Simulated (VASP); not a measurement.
# PtSe2 (R3m) in VASP: a series of runs

Aim: see how the results for PtSe2 move with the level of theory and the settings. Levels: PBE+D3(BJ), PBE, r2SCAN+rVV10. Tasks: single point.

All numbers are computed with VASP 6.6.1; they aren't measurements. Logs are shortened: lines on timing, memory, paths and dates and some standing lists are left out, and cuts for length are marked.

## 1. The cell of the first run

It takes space group R3m (No. 160, trigonal). Conventional cell: a = 3.636 Å, b = 3.636 Å, c = 15.688 Å, α = 90.00°, β = 90.00°, γ = 120.00°. Within 3.4 Å of Pt (site symmetry 3m) lie 6 Se at 2.55 to 2.59 Å. Se (site symmetry 3m) has 3 Pt at 2.59 Å and 4 Se at 2.96 to 3.09 Å within 3.4 Å. Within 3.4 Å of Se (site symmetry 3m) lie 3 Pt at 2.55 Å and 4 Se at 2.96 to 3.09 Å.

## 2. Single point, PBE+D3(BJ)

Input file INCAR:

```
SYSTEM = PtSe2
PREC = Accurate
ENCUT = 520
EDIFF = 1E-6
ISMEAR = -1
SIGMA = 0.02
LREAL = .FALSE.
LASPH = .TRUE.
NELM = 80
ALGO = Normal
ISIF = 2
LWAVE = .FALSE.
LCHARG = .FALSE.
GGA = PE
IVDW = 12
NBANDS = 18
```

Input file KPOINTS:

```
Automatic mesh
0
G
  8 8 8
  0 0 0
```

Input file POSCAR:

```
PtSe2
1.0
    1.8181302012      1.0496979611      5.2294527783
   -1.8181302012      1.0496979611      5.2294527783
    0.0000000000     -2.0993959222      5.2294527783
Pt Se
1 2
Direct
   -0.0012376307     -0.0012376307     -0.0012376307
    0.4284459041      0.4284459041      0.4284459041
    0.2394583933      0.2394583933      0.2394583933
```

Potentials or basis: VASP PAW PBE potentials, release 64 (Pt, Se).

Run with:

```console
cat potpaw_PBE.64/Pt/POTCAR potpaw_PBE.64/Se/POTCAR > POTCAR
mpirun -np 1 vasp_std > vasp.out
```

OUTCAR:

```text
SYSTEM = PtSe2
   PREC = Accurate
   ENCUT = 520
   EDIFF = 1E-6
   ISMEAR = -1
   LREAL = .FALSE.
   LASPH = .TRUE.
   NELM = 80
   ISIF = 2
   GGA = PE
   IVDW = 12
 IVDW          = 12

 ion  position               nearest neighbor table
   1  0.999  0.999  0.999-   3 2.55   3 2.55   3 2.55   2 2.59   2 2.59   2 2.59
   2  0.428  0.428  0.428-   1 2.59   1 2.59   1 2.59
   3  0.239  0.239  0.239-   1 2.55   1 2.55   1 2.55

  LATTYP: Found a trigonal (rhomboedric) cell.
 ALAT       =     5.6351255175
 COS(alpha) =     0.7918038138

  Lattice vectors:

 A1 = (   1.8181302012,   1.0496979611,   5.2294527783)
 A2 = (  -1.8181302012,   1.0496979611,   5.2294527783)
 A3 = (   0.0000000000,  -2.0993959222,   5.2294527783)

Analysis of symmetry for initial positions (statically):
=====================================================================
 Subroutine PRICEL returns:
 Original cell was already a primitive cell.

 Routine SETGRP: Setting up the symmetry group for a
 trigonal (rhombohedral) supercell.

 Subroutine GETGRP returns: Found  6 space group operations
 (whereof  6 operations were pure point group operations)
 out of a pool of 12 trial point group operations.

The static configuration has the point symmetry C_3v.

Analysis of symmetry for dynamics (positions and initial velocities):
=====================================================================
 Subroutine PRICEL returns:
 Original cell was already a primitive cell.

 Routine SETGRP: Setting up the symmetry group for a
 trigonal (rhombohedral) supercell.

 Subroutine GETGRP returns: Found  6 space group operations
 (whereof  6 operations were pure point group operations)
 out of a pool of 12 trial point group operations.

The dynamic configuration has the point symmetry C_3v.

 Subroutine INISYM returns: Found  6 space group operations
 (whereof  6 operations are pure point group operations),
 and found     1 'primitive' translations

----------------------------------------------------------------------------------------

                                     Primitive cell

  volume of cell :      59.8821

  direct lattice vectors                    reciprocal lattice vectors
     1.818130201  1.049697961  5.229452778     0.275007807  0.158775832  0.063741532
    -1.818130201  1.049697961  5.229452778    -0.275007807  0.158775832  0.063741532
[... 86 lines left out ...]
   NELM   =     80;   NELMIN=  2; NELMDL= -5     # of ELM steps
   EDIFF  = 0.1E-05   stopping-criterion for ELM
   LREAL  =      F    real-space projection
   EDIFFG = 0.1E-04   stopping-criterion for IOM
   NSW    =      0    number of steps for IOM
   IBRION =     -1    ionic relax: 0-MD 1-quasi-New 2-CG
   NFREE  =      0    steps in history (QN), initial steepest desc. (CG)
   ISIF   =      2    stress and relaxation
   ISYM   =      2    0-nonsym 1-usesym 2-fastsym
   POTIM  = 0.5000    time-step for ionic-motion
   TEBEG  =    0.0;   TEEND  =   0.0 temperature during run
   PSTRESS=    0.0 pullay stress
   NELECT =      22.0000    total number of electrons
   NUPDOWN=      -1.0000    fix difference up-down
   EMIN   =  10.00;   EMAX   =-10.00  energy-range for DOS
   EFERMI =   0.00;   METHOD = LEGACY
   ISMEAR =    -1;   SIGMA  =   0.02  broadening in eV -4-tet -1-fermi 0-gaus
   EFERMI_NEDOS =   21; number of points for ismear=-14 and -15
   IALGO  =     38    algorithm
   IMIX   =      4    mixing-type and parameters
     AMIX     =   0.40;   BMIX     =  1.00
     AMIX_MAG =   1.60;   BMIX_MAG =  1.00
  volume/ion in A,a.u.               =      19.96       134.70
  Fermi-wavevector in a.u.,A,eV,Ry     =   1.172511  2.215724 18.705033  1.374781
  Thomas-Fermi vector in A             =   2.308938
   LORBIT       =      0    0 simple, 1 ext, 2 COOP (PROOUT), +10 PAW based schemes
   GGA     = PE    functional components
   LHFCALC =     F    Hartree Fock is set to
   AEXX    =    0.0000 exact exchange contribution
   IVDW    =    12    specifies the selected vdW correction
   LEPSILON=     F    determine dielectric tensor
   LRPA    =     F    only Hartree local field effects (RPA)
 non-spin polarized calculation
  energy-cutoff  :      520.00
  volume of cell :       59.88
 maximum number of plane-waves:      1632
 NGX is ok and might be reduce to    42
   NGX = 21   NGY = 21   NGZ = 21

 number of electron      21.9999999 magnetization

 Free energy of the ion-electron system (eV)
  ---------------------------------------------------
  ext. energy  EPLUGINS =         0.00000000
  ---------------------------------------------------
  free energy    TOTEN  =       -13.02206747 eV

  energy without entropy =      -13.01881725  energy(sigma->0) =      -13.02044236

 E-fermi :   6.6644     XC(G=0): -10.8292

 val. band max:        6.6492460106   @ k =  -0.3750   0.3750   0.1250
 cond. band min:       6.6710628745   @ k =  -0.3750   0.3750   0.0000
 fundamental gap:      0.0218168640
 Fermi energy:         6.6643564808

 k-point     1 :       0.0000    0.0000    0.0000
  band No.  band energies     occupation
      1      -9.1390      2.00000
      2      -6.2008      2.00000
      3      -1.0005      2.00000
      4       1.7258      2.00000
      5       1.7258      2.00000
      6       2.2893      2.00000
[... 481 lines left out ...]
      5       1.7235      2.00000
      6       2.2247      2.00000
[... 10 lines left out ...]
     17      15.5193      0.00000
     18      15.5374      0.00000

 [... further k-points ...]

------------------------ aborting loop because EDIFF is reached ----------------------------------------

 Edisp (eV)   -1.45136

 E8    (eV) :    -0.6214

  FORCE on cell =-STRESS in cart. coord.  units (eV):
  Direction    XX          YY          ZZ          XY          YZ          ZX
  --------------------------------------------------------------------------------------
  -------------------------------------------------------------------------------------
  Total       0.00186     0.00186    -0.01537     0.00000    -0.00000    -0.00000
  in kB       0.04965     0.04965    -0.41114     0.00000    -0.00000    -0.00000
  external pressure =       -0.10 kB  Pullay stress =        0.00 kB

 VOLUME and BASIS-vectors are now :
 -----------------------------------------------------------------------------
  energy-cutoff  :      520.00
  volume of cell :       59.88
      direct lattice vectors                 reciprocal lattice vectors
     1.818130201  1.049697961  5.229452778     0.275007807  0.158775832  0.063741532
    -1.818130201  1.049697961  5.229452778    -0.275007807  0.158775832  0.063741532
     0.000000000 -2.099395922  5.229452778     0.000000000 -0.317551663  0.063741532

 POSITION                                       TOTAL-FORCE (eV/Angst)
 -----------------------------------------------------------------------------------
      0.00000      0.00000     15.66894         0.000000     -0.000000      0.000364
      0.00000      0.00000      6.72161         0.000000     -0.000000      0.007086
      0.00000      0.00000      3.75671         0.000000      0.000000     -0.007450
 -----------------------------------------------------------------------------------
    total drift:                                0.000000     -0.000000     -0.000263

  FREE ENERGIE OF THE ION-ELECTRON SYSTEM (eV)
  ---------------------------------------------------
  free  energy   TOTEN  =       -14.4734319153 eV

  energy  without entropy=      -14.4701817045  energy(sigma->0) =      -14.47180681
```

OSZICAR:

```text
N       E                     dE             d eps       ncg     rms          rms(c)
DAV:   1     0.110108235146E+03    0.11011E+03   -0.10019E+04  2340   0.108E+03
DAV:   2    -0.837744356331E+01   -0.11849E+03   -0.11489E+03  2944   0.210E+02
DAV:   3    -0.134622214274E+02   -0.50848E+01   -0.50293E+01  2796   0.434E+01
DAV:   4    -0.135004683021E+02   -0.38247E-01   -0.38231E-01  2806   0.416E+00
DAV:   5    -0.135008657582E+02   -0.39746E-03   -0.39745E-03  2726   0.414E-01    0.125E+01
DAV:   6    -0.132076969490E+02    0.29317E+00   -0.32145E+00  2408   0.144E+01    0.840E+00
DAV:   7    -0.130425962104E+02    0.16510E+00   -0.69306E-01  2372   0.804E+00    0.437E+00
DAV:   8    -0.130240950010E+02    0.18501E-01   -0.62208E-02  2564   0.177E+00    0.624E-01
DAV:   9    -0.130220570558E+02    0.20379E-02   -0.69072E-03  2490   0.708E-01    0.196E-01
DAV:  10    -0.130220620129E+02   -0.49570E-05   -0.12777E-03  2684   0.213E-01    0.703E-02
DAV:  11    -0.130220598916E+02    0.21213E-05   -0.14445E-04  2608   0.864E-02    0.252E-02
DAV:  12    -0.130220662131E+02   -0.63215E-05   -0.10317E-05  2550   0.217E-02    0.758E-03
DAV:  13    -0.130220673307E+02   -0.11176E-05   -0.13578E-06  2236   0.696E-03    0.282E-03
DAV:  14    -0.130220674650E+02   -0.13428E-06   -0.30039E-07  1428   0.378E-03
   1 F= -.14473432E+02 E0= -.14471807E+02  d E =-.325021E-02
```

Wall time 54 s (1 thread of Intel Xeon 6975P-C (Granite Rapids), shared host); peak memory 0.3 GiB.

What came out:

```
Free energy                : -14.4734 eV
Pressure                   : 0.0 GPa
Largest force              : 0.007 eV/Å
Band gap on the k mesh     : zero (bands 11 and 12 overlap by 1.02 eV)
Dispersion energy per atom : -0.484 eV
```

Forces on the atoms (eV/Å):
```
Pt   0.000  0.000  0.000
Se   0.000  0.000  0.007
Se   0.000  0.000 -0.007
```

Caveat: spin-orbit coupling is left out, which moves the levels of the heavy elements.

[end of part 1 of 2]

The gap in the log of VASP goes by the Fermi energy; the results here count the filled bands.